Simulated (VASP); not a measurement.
Here is a VASP 6.6.1 calculation.

Contents of INCAR:

```
ALGO = Normal
EDIFF = 1E-7
ENCUT = 520
GGA = PE
ISIF = 2
ISMEAR = 1
LASPH = T
LCHARG = F
LREAL = F
LWAVE = F
NBANDS = 18
NELM = 100
PREC = Accurate
SIGMA = 0.2
```

File KPOINTS:

```
k-points
0
Gamma
  6 6 4
```

POSCAR

```
PtS2
1.0
    3.5526415803      0.0000000000      0.0000000000
   -1.7763207902      3.0766778591      0.0000000000
    0.0000000000      0.0000000000      5.1227110450
Pt S
1 2
Direct
    0.0000000000      0.0000000000      0.0000000000
    0.3333333333      0.6666666667      0.2392599773
    0.6666666667      0.3333333333      0.7607400227
```

Potentials or basis: VASP PAW PBE potentials, release 64 (Pt, S).

Launch:

```console
$ cat potpaw_PBE.64/Pt/POTCAR potpaw_PBE.64/S/POTCAR > POTCAR
$ mpirun -np 1 vasp_std > vasp.out
```

Q: Predict the band gap on the k mesh.

A: 0.85 eV, indirect (least direct gap 1.42 eV).

Q: Predict the largest force.

A: 0.027 eV/Å.

Q: What does it give for the pressure?

A: 3.2 GPa.

Forces on the atoms (eV/Å):
```
Pt   0.000  0.000  0.000
S    0.000  0.000  0.027
S    0.000  0.000 -0.027
```

Caveat: spin-orbit coupling is left out, which moves the levels of the heavy elements. A k mesh can miss the band edges.
